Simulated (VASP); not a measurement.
Write the native input for VASP 6.6.1 that does the following.

* Task: single point
* Functional: r2SCAN
* Potentials or basis: VASP PAW PBE potentials, release 64 (Li_sv)
* Cutoff: 520 eV
* k mesh: 13 × 13 × 13
* Occupations: methfessel-paxton, width 1 eV
* Spin: no spin polarisation
* Dipole correction: no
* Further INCAR settings: ALGO = Normal; EDIFF = 1e-06; NBANDS = 8

The system is Li.

```xyz
1
Lattice="-1.7379 1.7379 1.7379 1.7379 -1.7379 1.7379 1.7379 1.7379 -1.7379" Properties=species:S:1:pos:R:3 pbc="T T T"
Li    0.0000    0.0000    0.0000
```

These files were run (other wordings do the same):

POSCAR

```
Li
1.0
   -1.7379403969      1.7379403969      1.7379403969
    1.7379403969     -1.7379403969      1.7379403969
    1.7379403969      1.7379403969     -1.7379403969
Li
1
Direct
    0.0000000000      0.0000000000      0.0000000000
```

INCAR.step1

```
SYSTEM = Li
PREC     = Accurate       ! precision mode
ENCUT    = 520            ! plane-wave cutoff, eV
ISMEAR   = 1              ! smearing method
SIGMA    = 1.0            ! smearing width, eV
LREAL    = .FALSE.        ! projectors in reciprocal space
LASPH    = .TRUE.         ! aspherical terms in the spheres
NELM     = 100            ! most SCF steps
NBANDS   = 8              ! bands
GGA      = PE             ! functional
ALGO     = Normal         ! electronic algorithm
EDIFF    = 1E-4           ! SCF threshold, eV
LWAVE    = .TRUE.         ! write WAVECAR
LCHARG   = .FALSE.        ! write CHGCAR
```

INCAR.step2

```
SYSTEM = Li
PREC     = Accurate       ! precision mode
ENCUT    = 520            ! plane-wave cutoff, eV
EDIFF    = 1E-6           ! SCF threshold, eV
ISMEAR   = 1              ! smearing method
SIGMA    = 1.0            ! smearing width, eV
LREAL    = .FALSE.        ! projectors in reciprocal space
LASPH    = .TRUE.         ! aspherical terms in the spheres
NELM     = 100            ! most SCF steps
ALGO     = Normal         ! electronic algorithm
ISIF     = 2              ! what is computed and relaxed
LWAVE    = .FALSE.        ! write WAVECAR
LCHARG   = .FALSE.        ! write CHGCAR
METAGGA  = R2SCAN         ! meta-GGA
LMIXTAU  = .TRUE.       
NBANDS   = 8              ! bands
ISTART   = 1
```

KPOINTS

```
Automatic mesh
0
G
  13 13 13
  0 0 0
```

Potentials or basis: VASP PAW PBE potentials, release 64 (Li_sv).

Launch:

```console
$ cat potpaw_PBE.64/Li_sv/POTCAR > POTCAR
$ cp INCAR.step1 INCAR
$ mpirun -np 1 vasp_std > vasp.out
$ cp INCAR.step2 INCAR
$ mpirun -np 1 vasp_std > vasp.out
```

It took 28 s on 1 thread of Intel(R) Xeon(R) Platinum 8559C (Emerald Rapids), with other jobs on the host, peak memory 0.14 GiB.
